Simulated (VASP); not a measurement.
CaS (a.bA): single point with PBEsol

CaS (a.bA):

```
Ca S
1.0
     0.00000    2.82500    2.82500
     2.82500    0.00000    2.82500
     2.82500    2.82500    0.00000
Ca S
1 1
Direct
  0.00000 0.00000 0.00000
  0.50000 0.50000 0.50000
```

```
Program             : VASP 6.6.1
Task                : single point
Functional          : PBEsol
Potentials or basis : VASP PAW PBE potentials, release 64 (Ca_sv, S)
Cutoff              : 500 eV
k mesh              : 6 × 6 × 6
Occupations         : gaussian, width 0.1 eV
Spin                : no spin polarisation
```

```yaml
Pressure: -0.3 GPa
Band_gap_on_the_k_mesh: 2.17 eV, indirect (least direct gap 3.01 eV)
```

Levels at points of the mesh, in eV from the valence-band top:
| k point | band 4 | band 5 | band 6 | band 7 | band 8 | band 9 | band 10 | band 11 | band 12 | band 13 |
| --- | --- | --- | --- | --- | --- | --- | --- | --- | --- | --- |
| (0.00, 0.00, 0.00) | -19.98 | -11.41 | 0.00 | 0.00 | 0.00 | 4.08 | 4.08 | 4.08 | 4.12 | 4.73 |
| (0.50, 0.00, 0.00) | -20.00 | -10.53 | -3.25 | -1.23 | -1.23 | 5.10 | 6.09 | 6.24 | 6.24 | 8.31 |
| (0.50, 0.50, 0.00) | -20.04 | -10.75 | -2.37 | -0.84 | -0.84 | 2.17 | 5.62 | 6.00 | 6.87 | 6.87 |

It took 9.5 s on 1 thread of Intel(R) Xeon(R) 6975P-C (Granite Rapids) (shared host), peak memory 0.16 GiB.

Caveat: the PAW data sets were made with another functional, which shifts forces and pressure a little. Expect the measured gap to be larger: semilocal functionals such as PBEsol lack the derivative discontinuity.
